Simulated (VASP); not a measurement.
# Pt2I (I4/mmm) in VASP: notebook

The runs below take Pt2I through single point, relaxation of cell and atoms, with PBE.

Everything below comes from runs of VASP 6.6.1. Logs are shortened: lines on timing, memory, paths and dates and some standing lists are left out, and cuts for length are marked.

## 1. The cell of the first run

It takes space group I4/mmm (No. 139, tetragonal). The conventional cell has a = 3.652 Å, b = 3.652 Å, c = 8.635 Å, α = 90.00°, β = 90.00°, γ = 90.00°. Within 3.7 Å of Pt (site symmetry 4mm) lie 5 I at 2.77 to 3.01 Å and 9 Pt at 2.85 to 3.65 Å. Within 3.7 Å of I (site symmetry 4/mmm) lie 10 Pt at 2.77 to 3.01 Å and 4 I at 3.65 Å.

## 2. Single point, PBE

Contents of INCAR:

```
ALGO     = Normal         # electronic algorithm
EDIFF    = 1E-6           # SCF threshold, eV
ENCUT    = 520            # plane-wave cutoff, eV
GGA      = PE             # functional
ISIF     = 2              # what is computed and relaxed
ISMEAR   = 0              # smearing method
LASPH    = T              # aspherical terms in the spheres
LCHARG   = F              # write CHGCAR
LREAL    = F              # projectors in reciprocal space
LWAVE    = F              # write WAVECAR
NBANDS   = 20             # bands
NELM     = 60             # most SCF steps
PREC     = Accurate       # precision mode
SIGMA    = 0.1            # smearing width, eV
```

Contents of KPOINTS:

```
k-points
0
Gamma
  6 6 6
```

Contents of POSCAR:

```
Pt2I
1.0
   -1.8260262108      1.8260262108      4.3175809247
    1.8260262108     -1.8260262108      4.3175809247
    1.8260262108      1.8260262108     -4.3175809247
Pt I
2 1
Direct
    0.6795801557      0.6795801557      0.0000000000
    0.3204198443      0.3204198443      0.0000000000
    0.0000000000      0.0000000000      0.0000000000
```

Potentials or basis: VASP PAW PBE potentials, release 64 (Pt, I).

Command:

```bash
cat potpaw_PBE.64/Pt/POTCAR potpaw_PBE.64/I/POTCAR > POTCAR
mpirun -np 1 vasp_std > vasp.out
```

OUTCAR:

```text
EDIFF = 1E-6
   ENCUT = 520
   GGA = PE
   ISIF = 2
   ISMEAR = 0
   LASPH = T
   LREAL = F
   NELM = 60
   PREC = Accurate

 ion  position               nearest neighbor table
   1  0.680  0.680  0.000-   3 2.77   2 2.85   2 2.85   2 2.85   2 2.85   3 3.01   3 3.01   3 3.01
                             3 3.01   2 3.10
   2  0.320  0.320  0.000-   3 2.77   1 2.85   1 2.85   1 2.85   1 2.85   3 3.01   3 3.01   3 3.01
                             3 3.01   1 3.10
   3  0.000  0.000  0.000-   1 2.77   2 2.77   1 3.01   2 3.01   1 3.01   1 3.01   1 3.01   2 3.01
                             2 3.01   2 3.01

  LATTYP: Found a body centered tetragonal cell.
 ALAT       =     3.6520524216
 C/A-ratio  =     2.3644682093

  Lattice vectors:

 A1 = (  -1.8260262108,   1.8260262108,   4.3175809247)
 A2 = (   1.8260262108,  -1.8260262108,   4.3175809247)
 A3 = (   1.8260262108,   1.8260262108,  -4.3175809247)

Analysis of symmetry for initial positions (statically):
=====================================================================
 Subroutine PRICEL returns:
 Original cell was already a primitive cell.

 Routine SETGRP: Setting up the symmetry group for a
 body centered tetragonal supercell.

 Subroutine GETGRP returns: Found 16 space group operations
 (whereof 16 operations were pure point group operations)
 out of a pool of 16 trial point group operations.

The static configuration has the point symmetry D_4h.

Analysis of symmetry for dynamics (positions and initial velocities):
=====================================================================
 Subroutine PRICEL returns:
 Original cell was already a primitive cell.

 Routine SETGRP: Setting up the symmetry group for a
 body centered tetragonal supercell.

 Subroutine GETGRP returns: Found 16 space group operations
 (whereof 16 operations were pure point group operations)
 out of a pool of 16 trial point group operations.

The dynamic configuration has the point symmetry D_4h.

 Subroutine INISYM returns: Found 16 space group operations
 (whereof 16 operations are pure point group operations),
 and found     1 'primitive' translations

----------------------------------------------------------------------------------------

                                     Primitive cell

  volume of cell :      57.5857

  direct lattice vectors                    reciprocal lattice vectors
    -1.826026211  1.826026211  4.317580925     0.000000000  0.273818633  0.115805589
     1.826026211 -1.826026211  4.317580925     0.273818633  0.000000000  0.115805589
     1.826026211  1.826026211 -4.317580925     0.273818633  0.273818633  0.000000000

  length of vectors
     5.030929187  5.030929187  5.030929187     0.297300484  0.297300484  0.387238024

  position of ions in fractional coordinates (direct lattice)
     0.679580156  0.679580156  0.000000000
     0.320419844  0.320419844  0.000000000
     0.000000000  0.000000000  0.000000000

  ion indices of the primitive-cell ions
   primitive index   ion index
                 1           1
                 2           2
                 3           3

----------------------------------------------------------------------------------------

 KPOINTS: k-points

Automatic generation of k-mesh.
 Grid dimensions read from file:
 generate k-points for:    6    6    6

 Generating k-lattice:

  Cartesian coordinates                     Fractional coordinates (reciprocal lattice)
     0.000000000  0.045636439  0.019300931     0.166666667  0.000000000  0.000000000
     0.045636439  0.000000000  0.019300931     0.000000000  0.166666667  0.000000000
     0.045636439  0.045636439  0.000000000     0.000000000  0.000000000  0.166666667

  Length of vectors
     0.049550081  0.049550081  0.064539671

  Shift w.r.t. Gamma in fractional coordinates (k-lattice)
     0.000000000  0.000000000  0.000000000

 Subroutine IBZKPT returns following result:
 ===========================================

 Found     30 irreducible k-points:

 Following reciprocal coordinates:
            Coordinates               Weight
  0.000000  0.000000  0.000000      1.000000
  0.166667  0.000000 -0.000000      8.000000
  0.333333  0.000000  0.000000      8.000000
  0.500000  0.000000  0.000000      4.000000
  0.166667  0.166667  0.000000      8.000000
  0.333333  0.166667 -0.000000     16.000000
[... 16 lines left out ...]
 -0.333333 -0.333333  0.166667      8.000000
 -0.166667 -0.333333  0.166667      8.000000
 [... further k-points ...]
   k-points           NKPTS =     30   k-points in BZ     NKDIM =     30   number of bands    NBANDS=     20
   number of dos      NEDOS =    301   number of ions     NIONS =      3
   total plane-waves  NPLWV =  64000
   dimension x,y,z NGX =    40 NGY =   40 NGZ =   40
   dimension x,y,z NGXF=    80 NGYF=   80 NGZF=   80
   ions per type =               2   1
   NGX,Y,Z   is equivalent  to a cutoff of  13.22, 13.22, 13.22 a.u.
   NGXF,Y,Z  is equivalent  to a cutoff of  26.44, 26.44, 26.44 a.u.
 SYSTEM =  unknown system
   PREC   = accura    normal or accurate (medium, high low for compatibility)
   ISTART =      0    job   : 0-new  1-cont  2-samecut
   ICHARG =      2    charge: 1-file 2-atom 10-const
   ISPIN  =      1    spin polarized calculation?
   LNONCOLLINEAR =      F non collinear calculations
   LSORBIT =      F    spin-orbit coupling
   LASPH  =      T    aspherical Exc in radial PAW
   ENCUT  =  520.0 eV  38.22 Ry    6.18 a.u.   9.35  9.35  9.35*2*pi/ulx,y,z
   NELM   =     60;   NELMIN=  2; NELMDL= -5     # of ELM steps
   EDIFF  = 0.1E-05   stopping-criterion for ELM
   LREAL  =      F    real-space projection
   EDIFFG = 0.1E-04   stopping-criterion for IOM
   NSW    =      0    number of steps for IOM
   IBRION =     -1    ionic relax: 0-MD 1-quasi-New 2-CG
   NFREE  =      0    steps in history (QN), initial steepest desc. (CG)
   ISIF   =      2    stress and relaxation
   ISYM   =      2    0-nonsym 1-usesym 2-fastsym
   POTIM  = 0.5000    time-step for ionic-motion
   TEBEG  =    0.0;   TEEND  =   0.0 temperature during run
   PSTRESS=    0.0 pullay stress
   NELECT =      27.0000    total number of electrons
   NUPDOWN=      -1.0000    fix difference up-down
   EMIN   =  10.00;   EMAX   =-10.00  energy-range for DOS
   EFERMI =   0.00;   METHOD = LEGACY
   ISMEAR =     0;   SIGMA  =   0.10  broadening in eV -4-tet -1-fermi 0-gaus
   EFERMI_NEDOS =   21; number of points for ismear=-14 and -15
   IALGO  =     38    algorithm
   IMIX   =      4    mixing-type and parameters
     AMIX     =   0.40;   BMIX     =  1.00
     AMIX_MAG =   1.60;   BMIX_MAG =  1.00
  volume/ion in A,a.u.               =      19.20       129.54
  Fermi-wavevector in a.u.,A,eV,Ry     =   1.271817  2.403385 22.007671  1.617518
  Thomas-Fermi vector in A             =   2.404729
   LORBIT       =      0    0 simple, 1 ext, 2 COOP (PROOUT), +10 PAW based schemes
   GGA     = PE    functional components
   LHFCALC =     F    Hartree Fock is set to
   AEXX    =    0.0000 exact exchange contribution
   IVDW    =     0    specifies the selected vdW correction
   LEPSILON=     F    determine dielectric tensor
   LRPA    =     F    only Hartree local field effects (RPA)
 non-spin polarized calculation
 Gauss-broadening in eV      SIGMA  =   0.10
  energy-cutoff  :      520.00
  volume of cell :       57.59
 maximum number of plane-waves:      1573
 NGX is ok and might be reduce to    40
   NGX = 19   NGY = 19   NGZ = 19

 number of electron      27.0000001 magnetization

 Free energy of the ion-electron system (eV)
  ---------------------------------------------------
  ext. energy  EPLUGINS =         0.00000000
  ---------------------------------------------------
  free energy    TOTEN  =       -12.08347708 eV

  energy without entropy =      -12.07136824  energy(sigma->0) =      -12.07742266

 E-fermi :   9.9929     XC(G=0): -12.0247

 val. band max:        9.8922892162   @ k =  -0.3333   0.1667   0.0000
 cond. band min:      10.0123064443   @ k =  -0.3333   0.1667   0.0000
 fundamental gap:      0.1200172281
 Fermi energy:         9.9929155488

 k-point     1 :       0.0000    0.0000    0.0000
  band No.  band energies     occupation
      1      -5.5749      2.00000
      2       3.2072      2.00000
      3       5.3224      2.00000
      4       5.3224      2.00000
      5       5.5737      2.00000
      6       5.6699      2.00000
[... 12 lines left out ...]
     19      15.5628      0.00000
     20      15.8692      0.00000

 k-point     2 :       0.1667    0.0000   -0.0000
  band No.  band energies     occupation
      1      -5.3691      2.00000
      2       3.0968      2.00000
      3       4.1942      2.00000
      4       5.1117      2.00000
      5       5.7862      2.00000
      6       6.3997      2.00000
[... 12 lines left out ...]
     19      16.4733      0.00000
     20      17.9540      0.00000

 k-point     3 :       0.3333    0.0000    0.0000
  band No.  band energies     occupation
      1      -4.9052      2.00000
      2       2.4703      2.00000
      3       3.7911      2.00000
      4       5.0767      2.00000
      5       5.6446      2.00000
      6       6.5965      2.00000
[... 12 lines left out ...]
     19      17.5656      0.00000
     20      18.5306      0.00000

 k-point     4 :       0.5000    0.0000    0.0000
  band No.  band energies     occupation
      1      -4.6380      2.00000
      2       2.0398      2.00000
      3       3.9271      2.00000
      4       5.1854      2.00000
      5       5.2456      2.00000
      6       6.1162      2.00000
[... 12 lines left out ...]
     19      17.5644      0.00000
     20      18.3293      0.00000

 k-point     5 :       0.1667    0.1667    0.0000
  band No.  band energies     occupation
      1      -5.1417      2.00000
      2       2.8238      2.00000
      3       4.4758      2.00000
      4       4.6220      2.00000
      5       5.9849      2.00000
      6       6.1656      2.00000
[... 12 lines left out ...]
     19      17.0383      0.00000
     20      18.4130      0.00000

 k-point     6 :       0.3333    0.1667   -0.0000
  band No.  band energies     occupation
      1      -4.7169      2.00000
      2       2.5801      2.00000
      3       3.7987      2.00000
      4       4.7398      2.00000
      5       5.6495      2.00000
      6       6.3261      2.00000
[... 12 lines left out ...]
     19      17.5654      0.00000
     20      18.9465      0.00000

 k-point     7 :       0.5000    0.1667    0.0000
  band No.  band energies     occupation
      1      -4.5215      2.00000
      2       2.2869      2.00000
      3       3.8017      2.00000
      4       4.7355      2.00000
      5       5.6812      2.00000
      6       6.2847      2.00000
[... 12 lines left out ...]
     19      17.3029      0.00000
     20      19.0220      0.00000
[... 277 lines left out ...]
 k-point    20 :       0.5000    0.5000    0.1667
  band No.  band energies     occupation
      1      -4.3610      2.00000
      2       3.1030      2.00000
      3       3.1472      2.00000
      4       4.0892      2.00000
      5       6.1541      2.00000
      6       6.4681      2.00000
[... 12 lines left out ...]
     19      16.9309      0.00000
     20      18.3974      0.00000

 k-point    21 :      -0.3333    0.5000    0.1667
  band No.  band energies     occupation
      1      -4.6278      2.00000
      2       2.6996      2.00000
      3       3.3432      2.00000
      4       4.9684      2.00000
      5       5.7448      2.00000
      6       6.2580      2.00000
[... 12 lines left out ...]
     19      17.8663      0.00000
     20      19.0907      0.00000

 k-point    22 :      -0.1667    0.5000    0.1667
  band No.  band energies     occupation
      1      -4.7908      2.00000
      2       2.3984      2.00000
      3       3.5856      2.00000
      4       5.5029      2.00000
      5       5.5818      2.00000
      6       6.2916      2.00000
[... 12 lines left out ...]
     19      17.4591      0.00000
     20      18.3807      0.00000

 k-point    23 :      -0.3333   -0.3333    0.1667
  band No.  band energies     occupation
      1      -4.9725      2.00000
      2       2.2418      2.00000
      3       4.7532      2.00000
      4       4.8447      2.00000
      5       5.8219      2.00000
      6       6.0942      2.00000
[... 12 lines left out ...]
     19      17.3286      0.00000
     20      18.3730      0.00000

 k-point    24 :      -0.1667   -0.3333    0.1667
  band No.  band energies     occupation
      1      -5.2092      2.00000
      2       2.2961      2.00000
      3       4.6970      2.00000
      4       5.4687      2.00000
      5       5.7797      2.00000
      6       6.0720      2.00000
[... 12 lines left out ...]
     19      17.0325      0.00000
     20      18.7735      0.00000

 [... further k-points ...]

------------------------ aborting loop because EDIFF is reached ----------------------------------------

  FORCE on cell =-STRESS in cart. coord.  units (eV):
  Direction    XX          YY          ZZ          XY          YZ          ZX
  --------------------------------------------------------------------------------------
  -------------------------------------------------------------------------------------
  Total       -0.0544573     -0.0544573     -0.2251053      0.0000000      0.0000000     -0.0000000
  in kB       -1.5151391     -1.5151391     -6.2629917      0.0000000      0.0000000     -0.0000000
  external PRESSURE =      -3.0977566 kB  Pullay stress =       0.0000000 kB

 VOLUME and BASIS-vectors are now :
 -----------------------------------------------------------------------------
  energy-cutoff  :      520.00
  volume of cell :       57.59
      direct lattice vectors                 reciprocal lattice vectors
    -1.826026211  1.826026211  4.317580925     0.000000000  0.273818633  0.115805589
     1.826026211 -1.826026211  4.317580925     0.273818633  0.000000000  0.115805589
     1.826026211  1.826026211 -4.317580925     0.273818633  0.273818633  0.000000000

 POSITION                                       TOTAL-FORCE (eV/Angst)
 -----------------------------------------------------------------------------------
      0.00000      0.00000      5.86828        -0.000000     -0.000000      0.006733
      0.00000      0.00000      2.76688        -0.000000     -0.000000     -0.006733
      0.00000      0.00000      0.00000         0.000000      0.000000      0.000000
 -----------------------------------------------------------------------------------
    total drift:                                0.000000      0.000000     -0.000000

  FREE ENERGIE OF THE ION-ELECTRON SYSTEM (eV)
  ---------------------------------------------------
  free  energy   TOTEN  =       -12.0834770799 eV

  energy  without entropy=      -12.0713682428  energy(sigma->0) =      -12.07742266
```

Wall time 95 s (1 thread of Oxide Virtual Turin-like, shared host); peak memory 0.21 GiB.

What came out:

| Property | Result |
| --- | --- |
| Free energy | -12.0835 eV |
| Pressure | -0.3 GPa |
| Largest force | 0.007 eV/Å |
| Band gap on the k mesh | zero (an odd number of electrons rules out a gap without spin polarisation) |

Forces on the atoms (eV/Å):
```
Pt   0.000  0.000  0.007
Pt   0.000  0.000 -0.007
I    0.000  0.000  0.000
```

Levels at points of the mesh, in eV from the Fermi level:
```tsv
k point	band 11	band 12	band 13	band 14	band 15	band 16
(0.00, 0.00, 0.00)	-1.86	-0.50	0.63	0.75	0.75	3.07
(0.50, 0.00, 0.00)	-1.37	-1.31	-1.25	0.26	0.32	3.92
(0.50, 0.50, 0.00)	-1.41	-1.34	0.17	0.63	1.07	1.23
(0.50, 0.50, 0.50)	-1.93	-1.93	-1.36	-0.67	1.45	3.94
```

Caveat: spin-orbit coupling is left out, which moves the levels of the heavy elements; an odd number of electrons without spin polarisation forces a metal; a magnetic or distorted state may lie lower.

(Part 1 of 2 ends here.)

The gap in the log of VASP goes by the Fermi energy; the results here count the filled bands.